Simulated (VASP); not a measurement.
# As (Pm-3m) in VASP: settings compared, part 2 of 2

VASP 6.6.1. The steps go on from the part before.

**3. Single point, r2SCAN (20.16 Å³/atom)**

This run uses another cell than the first one, of 20.16 Å³/atom.

POSCAR reads:

```
As
1.0
    2.7215874433      0.0000000000      0.0000000000
    0.0000000000      2.7215874433      0.0000000000
    0.0000000000      0.0000000000      2.7215874433
As
1
Direct
    0.5000000000      0.5000000000      0.5000000000
```

INCAR.step1 reads:

```
SYSTEM = As
  PREC = Accurate
  ENCUT = 550
  ISMEAR = -1
  SIGMA = 0.05
  LREAL = .FALSE.
  LASPH = .TRUE.
  NELM = 120
  NBANDS = 8
  GGA = PE
  ALGO = Normal
  EDIFF = 1E-5
  LWAVE = .TRUE.
  LCHARG = .FALSE.
  GGA_COMPAT = .FALSE.
```

INCAR.step2 reads:

```
SYSTEM = As
  PREC = Accurate
  ENCUT = 550
  EDIFF = 1E-6
  ISMEAR = -1
  SIGMA = 0.05
  LREAL = .FALSE.
  LASPH = .TRUE.
  NELM = 120
  ALGO = Normal
  ISIF = 2
  LWAVE = .FALSE.
  LCHARG = .FALSE.
  METAGGA = R2SCAN
  LMIXTAU = .TRUE.
  NBANDS = 8
  ISTART = 1
  GGA_COMPAT = .FALSE.
```

KPOINTS reads:

```
regular mesh
0
G
  10 10 10
  0 0 0
```

Potentials or basis: VASP PAW PBE potentials, release 64 (As).

Run with:

```bash
cat potpaw_PBE.64/As/POTCAR > POTCAR
cp INCAR.step1 INCAR
mpirun -np 1 vasp_std > vasp.out
cp INCAR.step2 INCAR
mpirun -np 1 vasp_std > vasp.out
```

OUTCAR:

```text
SYSTEM = As
   PREC = Accurate
   ENCUT = 550
   EDIFF = 1E-6
   ISMEAR = -1
   LREAL = .FALSE.
   LASPH = .TRUE.
   NELM = 120
   ISIF = 2
   METAGGA = R2SCAN
   ISTART = 1

 ion  position               nearest neighbor table
   1  0.500  0.500  0.500-

  LATTYP: Found a simple cubic cell.
 ALAT       =     2.7215874433

  Lattice vectors:

 A1 = (   2.7215874433,   0.0000000000,   0.0000000000)
 A2 = (   0.0000000000,   2.7215874433,   0.0000000000)
 A3 = (   0.0000000000,   0.0000000000,   2.7215874433)

Analysis of symmetry for initial positions (statically):
=====================================================================
 Subroutine PRICEL returns:
 Original cell was already a primitive cell.

 Routine SETGRP: Setting up the symmetry group for a
 simple cubic supercell.

 Subroutine GETGRP returns: Found 48 space group operations
 (whereof 48 operations were pure point group operations)
 out of a pool of 48 trial point group operations.

The static configuration has the point symmetry O_h .

Analysis of symmetry for dynamics (positions and initial velocities):
=====================================================================
 Subroutine PRICEL returns:
 Original cell was already a primitive cell.

 Routine SETGRP: Setting up the symmetry group for a
 simple cubic supercell.

 Subroutine GETGRP returns: Found 48 space group operations
 (whereof 48 operations were pure point group operations)
 out of a pool of 48 trial point group operations.

The dynamic configuration has the point symmetry O_h .

 Subroutine INISYM returns: Found 48 space group operations
 (whereof 48 operations are pure point group operations),
 and found     1 'primitive' translations

----------------------------------------------------------------------------------------

                                     Primitive cell

  volume of cell :      20.1589

[... 107 lines left out ...]
  volume/ion in A,a.u.               =      20.16       136.04
  Fermi-wavevector in a.u.,A,eV,Ry     =   1.028591  1.943754 14.394944  1.057999
  Thomas-Fermi vector in A             =   2.162595
   LORBIT       =      0    0 simple, 1 ext, 2 COOP (PROOUT), +10 PAW based schemes
   METAGGA = R2SCAN    functional components
   LHFCALC =     F    Hartree Fock is set to
   AEXX    =    0.0000 exact exchange contribution
   IVDW    =     0    specifies the selected vdW correction
   LEPSILON=     F    determine dielectric tensor
   LRPA    =     F    only Hartree local field effects (RPA)
 non-spin polarized calculation
  energy-cutoff  :      550.00
  volume of cell :       20.16
 maximum number of plane-waves:       624
 NGX is ok and might be reduce to    24
   NGX = 11   NGY = 11   NGZ = 11

 number of electron       5.0000001 magnetization

 Free energy of the ion-electron system (eV)
  ---------------------------------------------------
  ext. energy  EPLUGINS =         0.00000000
  ---------------------------------------------------
  free energy    TOTEN  =       -14.57105221 eV

  energy without entropy =      -14.56896371  energy(sigma->0) =      -14.57000796

 E-fermi :   5.5795     XC(G=0): -10.8256

 val. band max:        5.3261805362   @ k =   0.5000   0.3000   0.3000
 cond. band min:       5.6393766184   @ k =   0.2000   0.2000   0.2000
 fundamental gap:      0.3131960822
 Fermi energy:         5.5794746055

 k-point     1 :       0.0000    0.0000    0.0000
  band No.  band energies     occupation
      1      -9.9326      2.00000
      2       9.8375      0.00000
      3       9.8375      0.00000
      4       9.8375      0.00000
      5      14.4562      0.00000
      6      14.4562      0.00000
      7      16.9950      0.00000
      8      31.3033      0.00000
[... 243 lines left out ...]
 k-point    24 :       0.3000    0.1000    0.1000
  band No.  band energies     occupation
      1      -7.9301      2.00000
      2       2.0767      2.00000
      3       9.1011      0.00000
      4       9.6811      0.00000
      5      18.6011      0.00000
      6      18.7951      0.00000
      7      20.9729      0.00000
      8      21.8096      0.00000

 [... further k-points ...]

------------------------ aborting loop because EDIFF is reached ----------------------------------------

  FORCE on cell =-STRESS in cart. coord.  units (eV):
  Direction    XX          YY          ZZ          XY          YZ          ZX
  --------------------------------------------------------------------------------------
  -------------------------------------------------------------------------------------
  Total       -0.2353597     -0.2353597     -0.2353597     -0.0000000     -0.0000000     -0.0000000
  in kB      -18.7057760    -18.7057760    -18.7057760     -0.0000000     -0.0000000     -0.0000000
  external PRESSURE =     -18.7057760 kB  Pullay stress =       0.0000000 kB

 VOLUME and BASIS-vectors are now :
 -----------------------------------------------------------------------------
  energy-cutoff  :      550.00
  volume of cell :       20.16
      direct lattice vectors                 reciprocal lattice vectors
     2.721587443  0.000000000  0.000000000     0.367432618  0.000000000  0.000000000
     0.000000000  2.721587443  0.000000000     0.000000000  0.367432618  0.000000000
     0.000000000  0.000000000  2.721587443     0.000000000  0.000000000  0.367432618

 POSITION                                       TOTAL-FORCE (eV/Angst)
 -----------------------------------------------------------------------------------
      1.36079      1.36079      1.36079         0.000000      0.000000      0.000000
 -----------------------------------------------------------------------------------
    total drift:                                0.000000     -0.000000     -0.000000

  FREE ENERGIE OF THE ION-ELECTRON SYSTEM (eV)
  ---------------------------------------------------
  free  energy   TOTEN  =       -14.5710522057 eV

  energy  without entropy=      -14.5689637073  energy(sigma->0) =      -14.57000796
```

OUTCAR.step1:

```text
SYSTEM = As
   PREC = Accurate
   ENCUT = 550
   ISMEAR = -1
   LREAL = .FALSE.
   LASPH = .TRUE.
[... 481 lines left out ...]
 -----------------------------------------------------------------------------------
      1.36079      1.36079      1.36079         0.000000      0.000000      0.000000
 -----------------------------------------------------------------------------------
    total drift:                                0.000000     -0.000000     -0.000000

  FREE ENERGIE OF THE ION-ELECTRON SYSTEM (eV)
  ---------------------------------------------------
  free  energy   TOTEN  =        -4.5724837819 eV

  energy  without entropy=       -4.5701708099  energy(sigma->0) =       -4.57132730
```

Run time: 36 s. Hardware: 1 thread of Intel Xeon Platinum 8259CL at 2.50GHz (Skylake/Cascade Lake), shared host; peak memory 0.14 GiB.

Results:

```
Free energy            : -14.5711 eV
Pressure               : -1.9 GPa
Band gap on the k mesh : zero (an odd number of electrons rules out a gap without spin polarisation)
```

Caveat: the PAW data sets were made with another functional, which shifts forces and pressure a little; an odd number of electrons without spin polarisation forces a metal; a magnetic or distorted state may lie lower.

**4. Single point, r2SCAN (20.95 Å³/atom)**

This run uses another cell than the first one, of 20.95 Å³/atom.

POSCAR reads:

```
As
1.0
    2.7567085743      0.0000000000      0.0000000000
    0.0000000000      2.7567085743      0.0000000000
    0.0000000000      0.0000000000      2.7567085743
As
1
Direct
    0.5000000000      0.5000000000      0.5000000000
```

INCAR.step1 reads:

```
ALGO = Normal
EDIFF = 1E-5
ENCUT = 550
GGA = PE
GGA_COMPAT = False
ISMEAR = -1
LASPH = True
LCHARG = False
LREAL = False
LWAVE = True
NBANDS = 8
NELM = 120
PREC = Accurate
SIGMA = 0.05
```

INCAR.step2 reads:

```
ALGO = Normal
EDIFF = 1E-6
ENCUT = 550
GGA_COMPAT = False
ISIF = 2
ISMEAR = -1
ISTART = 1
LASPH = True
LCHARG = False
LMIXTAU = True
LREAL = False
LWAVE = False
METAGGA = R2SCAN
NBANDS = 8
NELM = 120
PREC = Accurate
SIGMA = 0.05
```

KPOINTS reads:

```
k-points
0
Gamma
  10 10 10
```

Run with:

```bash
cat potpaw_PBE.64/As/POTCAR > POTCAR
cp INCAR.step1 INCAR
mpirun -np 1 vasp_std > vasp.out
cp INCAR.step2 INCAR
mpirun -np 1 vasp_std > vasp.out
```

It took 36 s on 1 thread of Intel Xeon Platinum 8259CL at 2.50GHz (Skylake/Cascade Lake), shared host; peak memory 0.14 GiB.

The run converged. Its results:

| Item | Value |
| --- | --- |
| Free energy | -14.5545 eV |
| Pressure | -4.7 GPa |
| Band gap on the k mesh | zero (an odd number of electrons rules out a gap without spin polarisation) |

Levels at points of the mesh, in eV from the Fermi level:
```
           k point  band 1  band 2  band 3  band 4  band 5  band 6  band 7
(0.00, 0.00, 0.00)  -15.15    4.12    4.12    4.12    8.87    8.87   11.08
(0.50, 0.00, 0.00)  -12.11   -6.77    6.33    6.33   11.42   14.73   15.17
(0.50, 0.50, 0.00)   -8.91   -4.24   -4.24    3.16    8.42   16.61   17.80
(0.50, 0.50, 0.50)   -5.37   -1.91   -1.91   -1.91    6.49    6.49    6.49
```

Caveat: the cell stands under tension; the PAW data sets were made with another functional, which shifts forces and pressure a little; an odd number of electrons without spin polarisation forces a metal; a magnetic or distorted state may lie lower.

**5. Single point, HSE06**

This run uses another cell than the first one, of 19.76 Å³/atom.

POSCAR reads:

```
As
1.0
    2.7036817444      0.0000000000      0.0000000000
    0.0000000000      2.7036817444      0.0000000000
    0.0000000000      0.0000000000      2.7036817444
As
1
Direct
    0.5000000000      0.5000000000      0.5000000000
```

INCAR.step1 reads:

```
ALGO     = Normal         # electronic algorithm
EDIFF    = 1E-5           # SCF threshold, eV
ENCUT    = 400            # plane-wave cutoff, eV
GGA      = PE             # functional
GGA_COMPAT= False        
ISIF     = 2              # what is computed and relaxed
ISMEAR   = -1             # smearing method
LASPH    = True           # aspherical terms in the spheres
LCHARG   = False          # write CHGCAR
LREAL    = False          # projectors in reciprocal space
LWAVE    = True           # write WAVECAR
NBANDS   = 14             # bands
NELM     = 120            # most SCF steps
PREC     = Accurate       # precision mode
SIGMA    = 0.05           # smearing width, eV
```

INCAR.step2 reads:

```
ALGO     = Normal         # electronic algorithm
EDIFF    = 1E-6           # SCF threshold, eV
ENCUT    = 400            # plane-wave cutoff, eV
GGA      = PE             # functional
GGA_COMPAT= False        
HFSCREEN = 0.2079         # screening, 1/A
ISIF     = 2              # what is computed and relaxed
ISMEAR   = -1             # smearing method
ISTART   = 1            
LASPH    = True           # aspherical terms in the spheres
LCHARG   = False          # write CHGCAR
LHFCALC  = True           # exact exchange
LREAL    = False          # projectors in reciprocal space
LWAVE    = False          # write WAVECAR
NBANDS   = 14             # bands
NELM     = 120            # most SCF steps
PREC     = Accurate       # precision mode
PRECFOCK = Normal       
SIGMA    = 0.05           # smearing width, eV
```

KPOINTS reads:

```
k-points
0
Gamma
  6 6 6
```

Potentials or basis: VASP PAW PBE potentials, release 64 (As_d).

Run with:

```bash
cat potpaw_PBE.64/As_d/POTCAR > POTCAR
cp INCAR.step1 INCAR
mpirun -np 1 vasp_std > vasp.out
cp INCAR.step2 INCAR
mpirun -np 1 vasp_std > vasp.out
```

OUTCAR:

```text
EDIFF = 1E-6
   ENCUT = 400
   GGA = PE
   HFSCREEN = 0.2079
   ISIF = 2
   ISMEAR = -1
   ISTART = 1
   LASPH = True
   LHFCALC = True
   LREAL = False
   NELM = 120
   PREC = Accurate
   PRECFOCK = Normal

 ion  position               nearest neighbor table
   1  0.500  0.500  0.500-

  LATTYP: Found a simple cubic cell.
 ALAT       =     2.7036817444

  Lattice vectors:

[... 521 lines left out ...]
     11      10.4927      0.00000
     12      10.4927      0.00000
     13      14.1672      0.00000
     14      42.9453      0.00000

------------------------ aborting loop because EDIFF is reached ----------------------------------------

  FORCE on cell =-STRESS in cart. coord.  units (eV):
  Direction    XX          YY          ZZ          XY          YZ          ZX
  --------------------------------------------------------------------------------------
  -------------------------------------------------------------------------------------
  Total       -0.1105242     -0.1105242     -0.1105242     -0.0000000     -0.0000000     -0.0000000
  in kB       -8.9598593     -8.9598593     -8.9598593     -0.0000000     -0.0000000     -0.0000000
  external PRESSURE =      -8.9598593 kB  Pullay stress =       0.0000000 kB

 VOLUME and BASIS-vectors are now :
 -----------------------------------------------------------------------------
  energy-cutoff  :      400.00
  volume of cell :       19.76
      direct lattice vectors                 reciprocal lattice vectors
     2.703681744  0.000000000  0.000000000     0.369866018  0.000000000  0.000000000
     0.000000000  2.703681744  0.000000000     0.000000000  0.369866018  0.000000000
     0.000000000  0.000000000  2.703681744     0.000000000  0.000000000  0.369866018

 POSITION                                       TOTAL-FORCE (eV/Angst)
 -----------------------------------------------------------------------------------
      1.35184      1.35184      1.35184         0.000000      0.000000      0.000000
 -----------------------------------------------------------------------------------
    total drift:                                0.000000      0.000000      0.000000

  FREE ENERGIE OF THE ION-ELECTRON SYSTEM (eV)
  ---------------------------------------------------
  free  energy   TOTEN  =        -5.4969683215 eV

  energy  without entropy=       -5.4944660771  energy(sigma->0) =       -5.49571720
```

OUTCAR.step1:

```text
EDIFF = 1E-5
   ENCUT = 400
   GGA = PE
   ISIF = 2
   ISMEAR = -1
   LASPH = True
[... 548 lines left out ...]

 POSITION                                       TOTAL-FORCE (eV/Angst)
 -----------------------------------------------------------------------------------
      1.35184      1.35184      1.35184         0.000000      0.000000      0.000000
 -----------------------------------------------------------------------------------
    total drift:                                0.000000     -0.000000      0.000000

  FREE ENERGIE OF THE ION-ELECTRON SYSTEM (eV)
  ---------------------------------------------------
  free  energy   TOTEN  =        -4.5833864912 eV

  energy  without entropy=       -4.5781735044  energy(sigma->0) =       -4.58078000
```

Run time: 8.6 min. Hardware: 1 thread of Intel Xeon 6975P-C (Granite Rapids), shared host; peak memory 0.22 GiB.

What came out:

* Free energy: -5.4970 eV
* Pressure: -0.9 GPa
* Band gap on the k mesh: zero (an odd number of electrons rules out a gap without spin polarisation)

Caveat: the k points lie up to 0.39 Å⁻¹ apart, too coarse for converged energies and pressures of a metal; the PAW data sets were made with another functional, which shifts forces and pressure a little; an odd number of electrons without spin polarisation forces a metal; a magnetic or distorted state may lie lower.

**6. Single point, r2SCAN50**

This run uses another cell than the first one, of 19.76 Å³/atom.

POSCAR is that of step 5.

INCAR.step1 reads:

```
  ALGO = All
  EDIFF = 1E-5
  ENCUT = 500
  GGA = PE
  GGA_COMPAT = False
  ISEARCH = 1
  ISIF = 2
  ISMEAR = -1
  KPAR = 4
  LASPH = True
  LCHARG = False
  LREAL = False
  LWAVE = True
  NBANDS = 8
  NELM = 300
  PREC = Accurate
  SIGMA = 0.05
```

INCAR.step2 reads:

```
  AEXX = 0.5
  ALGO = All
  EDIFF = 1E-6
  ENCUT = 500
  GGA_COMPAT = False
  ISEARCH = 1
  ISIF = 2
  ISMEAR = -1
  ISTART = 1
  KPAR = 4
  LASPH = True
  LCHARG = False
  LHFCALC = True
  LMIXTAU = True
  LREAL = False
  LWAVE = False
  METAGGA = R2SCAN
  NBANDS = 8
  NELM = 300
  PREC = Accurate
  PRECFOCK = Normal
  SIGMA = 0.05
```

KPOINTS reads:

```
k-points
0
Gamma
  5 5 5
```

Potentials or basis: VASP PAW PBE potentials, release 64 (As).

Run with:

```bash
cat potpaw_PBE.64/As/POTCAR > POTCAR
cp INCAR.step1 INCAR
mpirun -np 4 vasp_std > vasp.out
cp INCAR.step2 INCAR
mpirun -np 4 vasp_std > vasp.out
```

Wall time 30 s (4 MPI ranks of Intel Xeon Platinum 8488C (Sapphire Rapids), shared host); peak memory 0.12 GiB.

It converged, with:

```yaml
Free_energy: -12.6172 eV
Pressure: -4.3 GPa
Band_gap_on_the_k_mesh: zero (an odd number of electrons rules out a gap without spin polarisation)
```

Levels at points of the mesh, in eV from the Fermi level:
| k point | band 1 | band 2 | band 3 | band 4 | band 5 |
| --- | --- | --- | --- | --- | --- |
| (0.00, 0.00, 0.00) | -19.75 | 5.80 | 5.80 | 5.80 | 10.34 |

Caveat: the k points lie up to 0.46 Å⁻¹ apart, too coarse for converged energies and pressures of a metal; the PAW data sets were made with another functional, which shifts forces and pressure a little; an odd number of electrons without spin polarisation forces a metal; a magnetic or distorted state may lie lower.

**7. Overview**

| level | potentials or basis | cell | k mesh | cutoff (eV) | grid for exact exchange (PRECFOCK) | share of exact exchange | screening parameter | second try | gap on the mesh (eV) | pressure (GPa) |
| --- | --- | --- | --- | --- | --- | --- | --- | --- | --- | --- |
| r2SCAN | VASP PAW PBE potentials, release 64 (As) | a = 2.686 Å, 1 atom | 10 × 10 × 10 | 550 | - | - | - | - | none | 1.7 |
| r2SCAN | VASP PAW PBE potentials, release 64 (As) | a = 2.722 Å, 1 atom | 10 × 10 × 10 | 550 | - | - | - | - | none | -1.9 |
| r2SCAN | VASP PAW PBE potentials, release 64 (As) | a = 2.757 Å, 1 atom | 10 × 10 × 10 | 550 | - | - | - | - | none | -4.7 |
| HSE06 | VASP PAW PBE potentials, release 64 (As_d) | a = 2.704 Å, 1 atom | 6 × 6 × 6 | 400 | Normal | 0.25 | 0.2079 1/Å | - | none | -0.9 |
| r2SCAN50 | VASP PAW PBE potentials, release 64 (As) | a = 2.704 Å, 1 atom | 5 × 5 × 5 | 500 | Normal | 0.5 | - | not_converged | none | -4.3 |

Alike in all rows: task single point; no spin polarisation; smearing fermi-dirac 0.05 eV.

Caveats: some runs use coarse meshes; the PAW data sets were made with another functional, which shifts forces and pressure a little; an odd number of electrons without spin polarisation forces a metal; a magnetic or distorted state may lie lower; the cell stands under tension (at least some runs).

Absolute energies hang on the potentials; compare differences alone.

The gap in the log of VASP goes by the Fermi energy; the results here count the filled bands.